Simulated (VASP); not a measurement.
A run of VASP 6.6.1:

INCAR

```
SYSTEM = C
PREC = Accurate
ENCUT = 520
EDIFF = 1E-6
ISMEAR = 0
SIGMA = 0.15
LREAL = .FALSE.
LASPH = .TRUE.
NELM = 60
ALGO = Normal
ISIF = 2
LWAVE = .FALSE.
LCHARG = .FALSE.
GGA = PS
IVDW = 12
NBANDS = 11
```

The input KPOINTS:

```
regular mesh
0
G
  21 21 12
  0 0 0
```

File POSCAR:

```
C
1.0
    2.4576582469      0.0000000000      0.0000000000
   -1.2288291235      2.1283944757      0.0000000000
    0.0000000000      0.0000000000      3.5294822413
C
2
Direct
    0.3170576774      0.6666666667      0.0000000000
    0.6829423226      0.3333333333      0.0000000000
```

Potentials or basis: VASP PAW PBE potentials, release 64 (C).

Launch:

```console
$ cat potpaw_PBE.64/C/POTCAR > POTCAR
$ mpirun -np 1 vasp_std > vasp.out
```

Hardware: 1 thread of Intel(R) Xeon(R) Platinum 8259CL CPU @ 2.50GHz (Skylake/Cascade Lake), with other jobs on the host.

Problem. How long does it take, and how much memory?

Solution. Run time: 2.9 min on 1 thread of Intel(R) Xeon(R) Platinum 8259CL CPU @ 2.50GHz (Skylake/Cascade Lake), with other jobs on the host, peak memory 0.35 GiB. Counts: scf iterations 12, k points 1547.
